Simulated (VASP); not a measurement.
# CaCu2S2 (P-3m1) in VASP: a series of runs

The runs below take CaCu2S2 through single point, with PBE.

All numbers are computed with VASP 6.6.1; they aren't measurements. Logs are shortened: lines on timing, memory, paths and dates and some standing lists are left out, and cuts for length are marked.

## 1. The cell of the first run

It takes space group P-3m1 (No. 164, trigonal). The conventional cell has a = 3.940 Å, b = 3.940 Å, c = 6.523 Å, α = 90.00°, β = 90.00°, γ = 120.00°. Within 3.7 Å of Ca (site symmetry -3m) lie 6 S at 2.81 Å and 6 Cu at 3.35 Å. Cu (site symmetry 3m) has 4 S at 2.41 Å and 3 Cu at 2.79 Å within 3.2 Å. Within 3.2 Å of S (site symmetry 3m) lie 4 Cu at 2.41 Å and 3 Ca at 2.81 Å.

## 2. Single point, PBE

INCAR

```
ALGO     = Normal         # electronic algorithm
EDIFF    = 1E-6           # SCF threshold, eV
ENCUT    = 520            # plane-wave cutoff, eV
GGA      = PE             # functional
ISIF     = 2              # what is computed and relaxed
ISMEAR   = 0              # smearing method
LASPH    = T              # aspherical terms in the spheres
LCHARG   = F              # write CHGCAR
LREAL    = F              # projectors in reciprocal space
LWAVE    = F              # write WAVECAR
NBANDS   = 30             # bands
NELM     = 60             # most SCF steps
PREC     = Accurate       # precision mode
SIGMA    = 0.01           # smearing width, eV
```

KPOINTS

```
k-points
0
Gamma
  6 6 4
```

POSCAR

```
CaCu2S2
1.0
    3.9400000000      0.0000000000      0.0000000000
   -1.9700000000      3.4121400900      0.0000000000
    0.0000000000      0.0000000000      6.5230000000
Ca Cu S
1 2 2
Direct
    0.0000000000      0.0000000000      0.0000000000
    0.3333333333      0.6666666667      0.3764900000
    0.6666666667      0.3333333333      0.6235100000
    0.3333333333      0.6666666667      0.7463000000
    0.6666666667      0.3333333333      0.2537000000
```

Potentials or basis: VASP PAW PBE potentials, release 64 (Ca_sv, Cu, S).

Launch:

```sh
$ cat potpaw_PBE.64/Ca_sv/POTCAR potpaw_PBE.64/Cu/POTCAR potpaw_PBE.64/S/POTCAR > POTCAR
$ mpirun -np 1 vasp_std > vasp.out
```

OUTCAR:

```text
EDIFF = 1E-6
   ENCUT = 520
   GGA = PE
   ISIF = 2
   ISMEAR = 0
   LASPH = T
   LREAL = F
   NELM = 60
   PREC = Accurate

 ion  position               nearest neighbor table
   1  0.000  0.000  0.000-   4 2.81   5 2.81   5 2.81   4 2.81   5 2.81   4 2.81
   2  0.333  0.667  0.376-   5 2.41   5 2.41   5 2.41   4 2.41   3 2.79   3 2.79   3 2.79
   3  0.667  0.333  0.624-   4 2.41   4 2.41   4 2.41   5 2.41   2 2.79   2 2.79   2 2.79
   4  0.333  0.667  0.746-   3 2.41   3 2.41   3 2.41   2 2.41   1 2.81   1 2.81   1 2.81
   5  0.667  0.333  0.254-   2 2.41   2 2.41   2 2.41   3 2.41   1 2.81   1 2.81   1 2.81

  LATTYP: Found a hexagonal cell.
 ALAT       =     3.9400000000
 C/A-ratio  =     1.6555837563

  Lattice vectors:

 A1 = (   3.9400000000,   0.0000000000,   0.0000000000)
 A2 = (  -1.9700000000,   3.4121400900,   0.0000000000)
 A3 = (   0.0000000000,   0.0000000000,   6.5230000000)

Analysis of symmetry for initial positions (statically):
=====================================================================
 Subroutine PRICEL returns:
 Original cell was already a primitive cell.

 Routine SETGRP: Setting up the symmetry group for a
 hexagonal supercell.

 Subroutine GETGRP returns: Found 12 space group operations
 (whereof 12 operations were pure point group operations)
 out of a pool of 24 trial point group operations.

The static configuration has the point symmetry D_3d.

Analysis of symmetry for dynamics (positions and initial velocities):
=====================================================================
 Subroutine PRICEL returns:
 Original cell was already a primitive cell.

 Routine SETGRP: Setting up the symmetry group for a
 hexagonal supercell.

 Subroutine GETGRP returns: Found 12 space group operations
 (whereof 12 operations were pure point group operations)
 out of a pool of 24 trial point group operations.

The dynamic configuration has the point symmetry D_3d.

 Subroutine INISYM returns: Found 12 space group operations
 (whereof 12 operations are pure point group operations),
 and found     1 'primitive' translations

----------------------------------------------------------------------------------------

                                     Primitive cell

  volume of cell :      87.6941

  direct lattice vectors                    reciprocal lattice vectors
     3.940000000  0.000000000  0.000000000     0.253807107  0.146535601  0.000000000
    -1.970000000  3.412140090  0.000000000     0.000000000  0.293071203  0.000000000
     0.000000000  0.000000000  6.523000000     0.000000000  0.000000000  0.153303695

  length of vectors
     3.940000000  3.939999999  6.523000000     0.293071203  0.293071203  0.153303695

  position of ions in fractional coordinates (direct lattice)
     0.000000000  0.000000000  0.000000000
     0.333333333  0.666666667  0.376490000
     0.666666667  0.333333333  0.623510000
     0.333333333  0.666666667  0.746300000
     0.666666667  0.333333333  0.253700000

  ion indices of the primitive-cell ions
   primitive index   ion index
                 1           1
                 2           2
                 3           3
                 4           4
                 5           5

----------------------------------------------------------------------------------------

 KPOINTS: k-points

Automatic generation of k-mesh.
 Grid dimensions read from file:
 generate k-points for:    6    6    4

 Generating k-lattice:

  Cartesian coordinates                     Fractional coordinates (reciprocal lattice)
     0.042301184  0.024422600  0.000000000     0.166666667  0.000000000  0.000000000
     0.000000000  0.048845200  0.000000000     0.000000000  0.166666667  0.000000000
     0.000000000  0.000000000  0.038325924     0.000000000  0.000000000  0.250000000

  Length of vectors
     0.048845200  0.048845200  0.038325924

  Shift w.r.t. Gamma in fractional coordinates (k-lattice)
     0.000000000  0.000000000  0.000000000

 Subroutine IBZKPT returns following result:
 ===========================================

 Found     24 irreducible k-points:

 Following reciprocal coordinates:
            Coordinates               Weight
  0.000000  0.000000  0.000000      1.000000
  0.166667 -0.000000  0.000000      6.000000
  0.333333 -0.000000  0.000000      6.000000
  0.500000 -0.000000  0.000000      3.000000
  0.166667  0.166667  0.000000      6.000000
  0.333333  0.166667  0.000000     12.000000
[... 16 lines left out ...]
  0.333333  0.166667  0.500000     12.000000
  0.333333  0.333333  0.500000      2.000000
   k-points           NKPTS =     24   k-points in BZ     NKDIM =     24   number of bands    NBANDS=     30
   number of dos      NEDOS =    301   number of ions     NIONS =      5
   total plane-waves  NPLWV =  45000
   dimension x,y,z NGX =    30 NGY =   30 NGZ =   50
   dimension x,y,z NGXF=    60 NGYF=   60 NGZF=  100
   ions per type =               1   2   2
   NGX,Y,Z   is equivalent  to a cutoff of  12.66, 12.66, 12.74 a.u.
   NGXF,Y,Z  is equivalent  to a cutoff of  25.32, 25.32, 25.49 a.u.
 SYSTEM =  unknown system
   PREC   = accura    normal or accurate (medium, high low for compatibility)
   ISTART =      0    job   : 0-new  1-cont  2-samecut
   ICHARG =      2    charge: 1-file 2-atom 10-const
   ISPIN  =      1    spin polarized calculation?
   LNONCOLLINEAR =      F non collinear calculations
   LSORBIT =      F    spin-orbit coupling
   LASPH  =      T    aspherical Exc in radial PAW
   ENCUT  =  520.0 eV  38.22 Ry    6.18 a.u.   7.33  7.33 12.13*2*pi/ulx,y,z
   NELM   =     60;   NELMIN=  2; NELMDL= -5     # of ELM steps
   EDIFF  = 0.1E-05   stopping-criterion for ELM
   LREAL  =      F    real-space projection
   EDIFFG = 0.1E-04   stopping-criterion for IOM
   NSW    =      0    number of steps for IOM
   IBRION =     -1    ionic relax: 0-MD 1-quasi-New 2-CG
   NFREE  =      0    steps in history (QN), initial steepest desc. (CG)
   ISIF   =      2    stress and relaxation
   ISYM   =      2    0-nonsym 1-usesym 2-fastsym
   POTIM  = 0.5000    time-step for ionic-motion
   TEBEG  =    0.0;   TEEND  =   0.0 temperature during run
   PSTRESS=    0.0 pullay stress
   NELECT =      44.0000    total number of electrons
   NUPDOWN=      -1.0000    fix difference up-down
   EMIN   =  10.00;   EMAX   =-10.00  energy-range for DOS
   EFERMI =   0.00;   METHOD = LEGACY
   ISMEAR =     0;   SIGMA  =   0.01  broadening in eV -4-tet -1-fermi 0-gaus
   EFERMI_NEDOS =   21; number of points for ismear=-14 and -15
   IALGO  =     38    algorithm
   IMIX   =      4    mixing-type and parameters
     AMIX     =   0.40;   BMIX     =  1.00
     AMIX_MAG =   1.60;   BMIX_MAG =  1.00
  volume/ion in A,a.u.               =      17.54       118.36
  Fermi-wavevector in a.u.,A,eV,Ry     =   1.300875  2.458297 23.024810  1.692276
  Thomas-Fermi vector in A             =   2.432045
   LORBIT       =      0    0 simple, 1 ext, 2 COOP (PROOUT), +10 PAW based schemes
   GGA     = PE    functional components
   LHFCALC =     F    Hartree Fock is set to
   AEXX    =    0.0000 exact exchange contribution
   IVDW    =     0    specifies the selected vdW correction
   LEPSILON=     F    determine dielectric tensor
   LRPA    =     F    only Hartree local field effects (RPA)
 non-spin polarized calculation
 Gauss-broadening in eV      SIGMA  =   0.01
  energy-cutoff  :      520.00
  volume of cell :       87.69
 maximum number of plane-waves:      2385
 NGX is ok and might be reduce to    30
   NGX = 15   NGY = 15   NGZ = 25

 number of electron      43.9999978 magnetization

 Free energy of the ion-electron system (eV)
  ---------------------------------------------------
  ext. energy  EPLUGINS =         0.00000000
  ---------------------------------------------------
  free energy    TOTEN  =       -22.31888578 eV

  energy without entropy =      -22.31888578  energy(sigma->0) =      -22.31888578

 E-fermi :   5.6772     XC(G=0): -10.4165

 val. band max:        5.5219126462   @ k =   0.0000   0.0000   0.0000
 cond. band min:       6.6216201637   @ k =   0.0000   0.0000   0.0000
 fundamental gap:      1.0997075175
 Fermi energy:         5.6772118477

 k-point     1 :       0.0000    0.0000    0.0000
  band No.  band energies     occupation
      1     -35.0156      2.00000
      2     -16.1303      2.00000
      3     -16.0187      2.00000
      4     -16.0187      2.00000
      5      -8.3907      2.00000
      6      -7.4936      2.00000
[... 22 lines left out ...]
     29       9.6062      0.00000
     30      11.6783      0.00000

 k-point     2 :       0.1667   -0.0000    0.0000
  band No.  band energies     occupation
      1     -35.0130      2.00000
      2     -16.1184      2.00000
      3     -16.0588      2.00000
      4     -16.0267      2.00000
      5      -8.2134      2.00000
      6      -7.4588      2.00000
[... 22 lines left out ...]
     29       9.9062      0.00000
     30      11.5087      0.00000

 k-point     3 :       0.3333   -0.0000    0.0000
  band No.  band energies     occupation
      1     -35.0078      2.00000
      2     -16.1383      2.00000
      3     -16.0930      2.00000
      4     -16.0425      2.00000
      5      -7.8075      2.00000
      6      -7.4040      2.00000
[... 22 lines left out ...]
     29      10.5092      0.00000
     30      11.2590      0.00000

 k-point     4 :       0.5000   -0.0000    0.0000
  band No.  band energies     occupation
      1     -35.0051      2.00000
      2     -16.1764      2.00000
      3     -16.0811      2.00000
      4     -16.0504      2.00000
      5      -7.5077      2.00000
      6      -7.4503      2.00000
[... 22 lines left out ...]
     29      10.9943      0.00000
     30      11.7672      0.00000

 k-point     5 :       0.1667    0.1667    0.0000
  band No.  band energies     occupation
      1     -35.0091      2.00000
      2     -16.1102      2.00000
      3     -16.1006      2.00000
      4     -16.0460      2.00000
      5      -7.9215      2.00000
      6      -7.4106      2.00000
[... 22 lines left out ...]
     29      11.2749      0.00000
     30      11.4512      0.00000
[... 526 lines left out ...]
     29      10.6615      0.00000
     30      11.6580      0.00000

 k-point    22 :       0.1667    0.1667    0.5000
  band No.  band energies     occupation
      1     -35.0091      2.00000
      2     -16.1099      2.00000
      3     -16.1013      2.00000
      4     -16.0460      2.00000
      5      -7.7767      2.00000
      6      -7.5668      2.00000
[... 22 lines left out ...]
     29      10.9954      0.00000
     30      11.1915      0.00000

 k-point    23 :       0.3333    0.1667    0.5000
  band No.  band energies     occupation
      1     -35.0051      2.00000
      2     -16.1547      2.00000
      3     -16.0828      2.00000
      4     -16.0709      2.00000
      5      -7.5787      2.00000
      6      -7.3731      2.00000
[... 22 lines left out ...]
     29      10.9712      0.00000
     30      11.6388      0.00000

 k-point    24 :       0.3333    0.3333    0.5000
  band No.  band energies     occupation
      1     -35.0038      2.00000
      2     -16.1248      2.00000
      3     -16.1248      2.00000
      4     -16.0763      2.00000
      5      -7.4119      2.00000
      6      -7.4119      2.00000
[... 22 lines left out ...]
     29      11.2703      0.00000
     30      11.2703      0.00000

------------------------ aborting loop because EDIFF is reached ----------------------------------------

  FORCE on cell =-STRESS in cart. coord.  units (eV):
  Direction    XX          YY          ZZ          XY          YZ          ZX
  --------------------------------------------------------------------------------------
  -------------------------------------------------------------------------------------
  Total       -0.2946214     -0.2946214     -0.1908011      0.0000000     -0.0000000      0.0000000
  in kB       -5.3827534     -5.3827534     -3.4859486      0.0000000     -0.0000000      0.0000000
  external PRESSURE =      -4.7504851 kB  Pullay stress =       0.0000000 kB

 VOLUME and BASIS-vectors are now :
 -----------------------------------------------------------------------------
  energy-cutoff  :      520.00
  volume of cell :       87.69
      direct lattice vectors                 reciprocal lattice vectors
     3.940000000  0.000000000  0.000000000     0.253807107  0.146535601  0.000000000
    -1.970000000  3.412140090  0.000000000     0.000000000  0.293071203  0.000000000
     0.000000000  0.000000000  6.523000000     0.000000000  0.000000000  0.153303695

 POSITION                                       TOTAL-FORCE (eV/Angst)
 -----------------------------------------------------------------------------------
      0.00000      0.00000      0.00000         0.000000      0.000000      0.000000
     -0.00000      2.27476      2.45584        -0.000000      0.000000     -0.002009
      1.97000      1.13738      4.06716         0.000000      0.000000      0.002009
     -0.00000      2.27476      4.86811         0.000000     -0.000000     -0.258287
      1.97000      1.13738      1.65489        -0.000000      0.000000      0.258287
 -----------------------------------------------------------------------------------
    total drift:                                0.000000      0.000000      0.000000

  FREE ENERGIE OF THE ION-ELECTRON SYSTEM (eV)
  ---------------------------------------------------
  free  energy   TOTEN  =       -22.3188857829 eV

  energy  without entropy=      -22.3188857829  energy(sigma->0) =      -22.31888578
```

Run time: 1.7 min. Hardware: 1 thread of AMD EPYC 7R43 (Zen 3), shared host; peak memory 0.19 GiB.

What came out:

```yaml
Free_energy: -22.3189 eV
Pressure: -0.5 GPa
Largest_force: 0.258 eV/Å
Band_gap_on_the_k_mesh: 1.10 eV, direct
```

Forces in eV/Å, atoms in the order of the input:
```
Ca   0.000  0.000  0.000
Cu   0.000  0.000 -0.002
Cu   0.000  0.000  0.002
S    0.000  0.000 -0.258
S    0.000  0.000  0.258
```

Levels at points of the mesh, in eV from the valence-band top:
```tsv
k point	band 18	band 19	band 20	band 21	band 22	band 23	band 24	band 25	band 26	band 27
(0.00, 0.00, 0.00)	-0.64	-0.64	-0.14	0.00	0.00	1.10	2.28	2.81	3.29	3.29
(0.50, 0.00, 0.00)	-1.63	-1.63	-1.59	-1.42	-0.62	2.03	3.30	4.02	5.06	5.07
(0.00, 0.00, 0.50)	-0.69	-0.56	-0.56	-0.28	-0.28	2.01	2.38	3.35	3.35	4.02
(0.50, 0.00, 0.50)	-1.67	-1.62	-1.59	-0.76	-0.48	1.99	2.98	3.03	4.29	4.48
```

PBE gaps usually lie below the measured ones, often by a third to a half.

## 3. Single point, PBE

INCAR

```
SYSTEM = CaCu2S2
PREC = Accurate
ENCUT = 520
EDIFF = 1E-6
ISMEAR = 0
SIGMA = 0.01
LREAL = .FALSE.
LASPH = .TRUE.
NELM = 100
ALGO = Normal
ISIF = 2
LWAVE = .FALSE.
LCHARG = .FALSE.
GGA = PE
NBANDS = 30
```

KPOINTS

```
Automatic mesh
0
G
  6 6 4
  0 0 0
```

POSCAR is that of step 2.

Potentials or basis: VASP PAW PBE potentials, release 64 (Ca_sv, Cu, S).

Launch:

```sh
$ cat potpaw_PBE.64/Ca_sv/POTCAR potpaw_PBE.64/Cu/POTCAR potpaw_PBE.64/S/POTCAR > POTCAR
$ mpirun -np 1 vasp_std > vasp.out
```

Wall time 99 s (1 thread of AMD EPYC 7R43 (Zen 3), shared host); peak memory 0.2 GiB.

It converged, with:

```yaml
Free_energy: -22.3189 eV
Pressure: -0.5 GPa
Largest_force: 0.258 eV/Å
Band_gap_on_the_k_mesh: 1.10 eV, direct
```

Forces in eV/Å, atoms in the order of the input:
```
Ca   0.000  0.000  0.000
Cu   0.000  0.000 -0.002
Cu   0.000  0.000  0.002
S    0.000  0.000 -0.258
S    0.000  0.000  0.258
```

Stress tensor (GPa, compression positive):
```
-0.54  0.00  0.00
 0.00 -0.54  0.00
 0.00  0.00 -0.35
```

Levels at points of the mesh, in eV from the valence-band top:
```tsv
k point	band 20	band 21	band 22	band 23	band 24	band 25
(0.00, 0.00, 0.00)	-0.14	0.00	0.00	1.10	2.28	2.81
(0.50, 0.00, 0.00)	-1.59	-1.42	-0.62	2.03	3.30	4.02
(0.00, 0.00, 0.50)	-0.56	-0.28	-0.28	2.01	2.38	3.35
(0.50, 0.00, 0.50)	-1.59	-0.76	-0.48	1.99	2.98	3.03
```
